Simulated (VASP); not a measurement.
Input of a VASP 6.6.1 run:

The input INCAR:

```
PREC = Accurate ; ENCUT = 520
EDIFF = 1E-7 ; ISMEAR = -1
SIGMA = 0.05 ; LREAL = False
LASPH = True ; NELM = 150
ALGO = Normal ; ISIF = 2
LWAVE = False ; LCHARG = False
ISPIN = 2 ; MAGMOM = 0 2 0 0
LORBIT = 11 ; LMAXMIX = 4
GGA = PE ; NBANDS = 29
```

KPOINTS

```
Automatic mesh
0
Gamma
  9 9 6
```

Contents of POSCAR:

```
TaVN2
1.0
    3.1096834999      0.0000000000      0.0000000000
    0.0000000000      3.1096834999      0.0000000000
    0.0000000000      0.0000000000      4.3803199011
Ta V N
1 1 2
Direct
    0.0000000000      0.0000000000      0.0000000000
    0.5000000000      0.5000000000      0.5000000000
    0.5000000000      0.5000000000      0.0000000000
    0.0000000000      0.0000000000      0.5000000000
```

Potentials or basis: VASP PAW PBE potentials, release 64 (Ta_pv, V_sv, N).

Run with:

```console
$ cat potpaw_PBE.64/Ta_pv/POTCAR potpaw_PBE.64/V_sv/POTCAR potpaw_PBE.64/N/POTCAR > POTCAR
$ mpirun -np 1 vasp_std > vasp.out
```

Q: Estimate the site moments.

A: Ta -0.07; V +1.36; N +0.02, +0.01 μB.

Q: Estimate the net moment.

A: 1.42 μB per cell.

Stress tensor (GPa, compression positive):
```
-14.96   0.00   0.00
  0.00 -14.96   0.00
  0.00   0.00 -15.23
```

Caveat: the cell stands under tension.
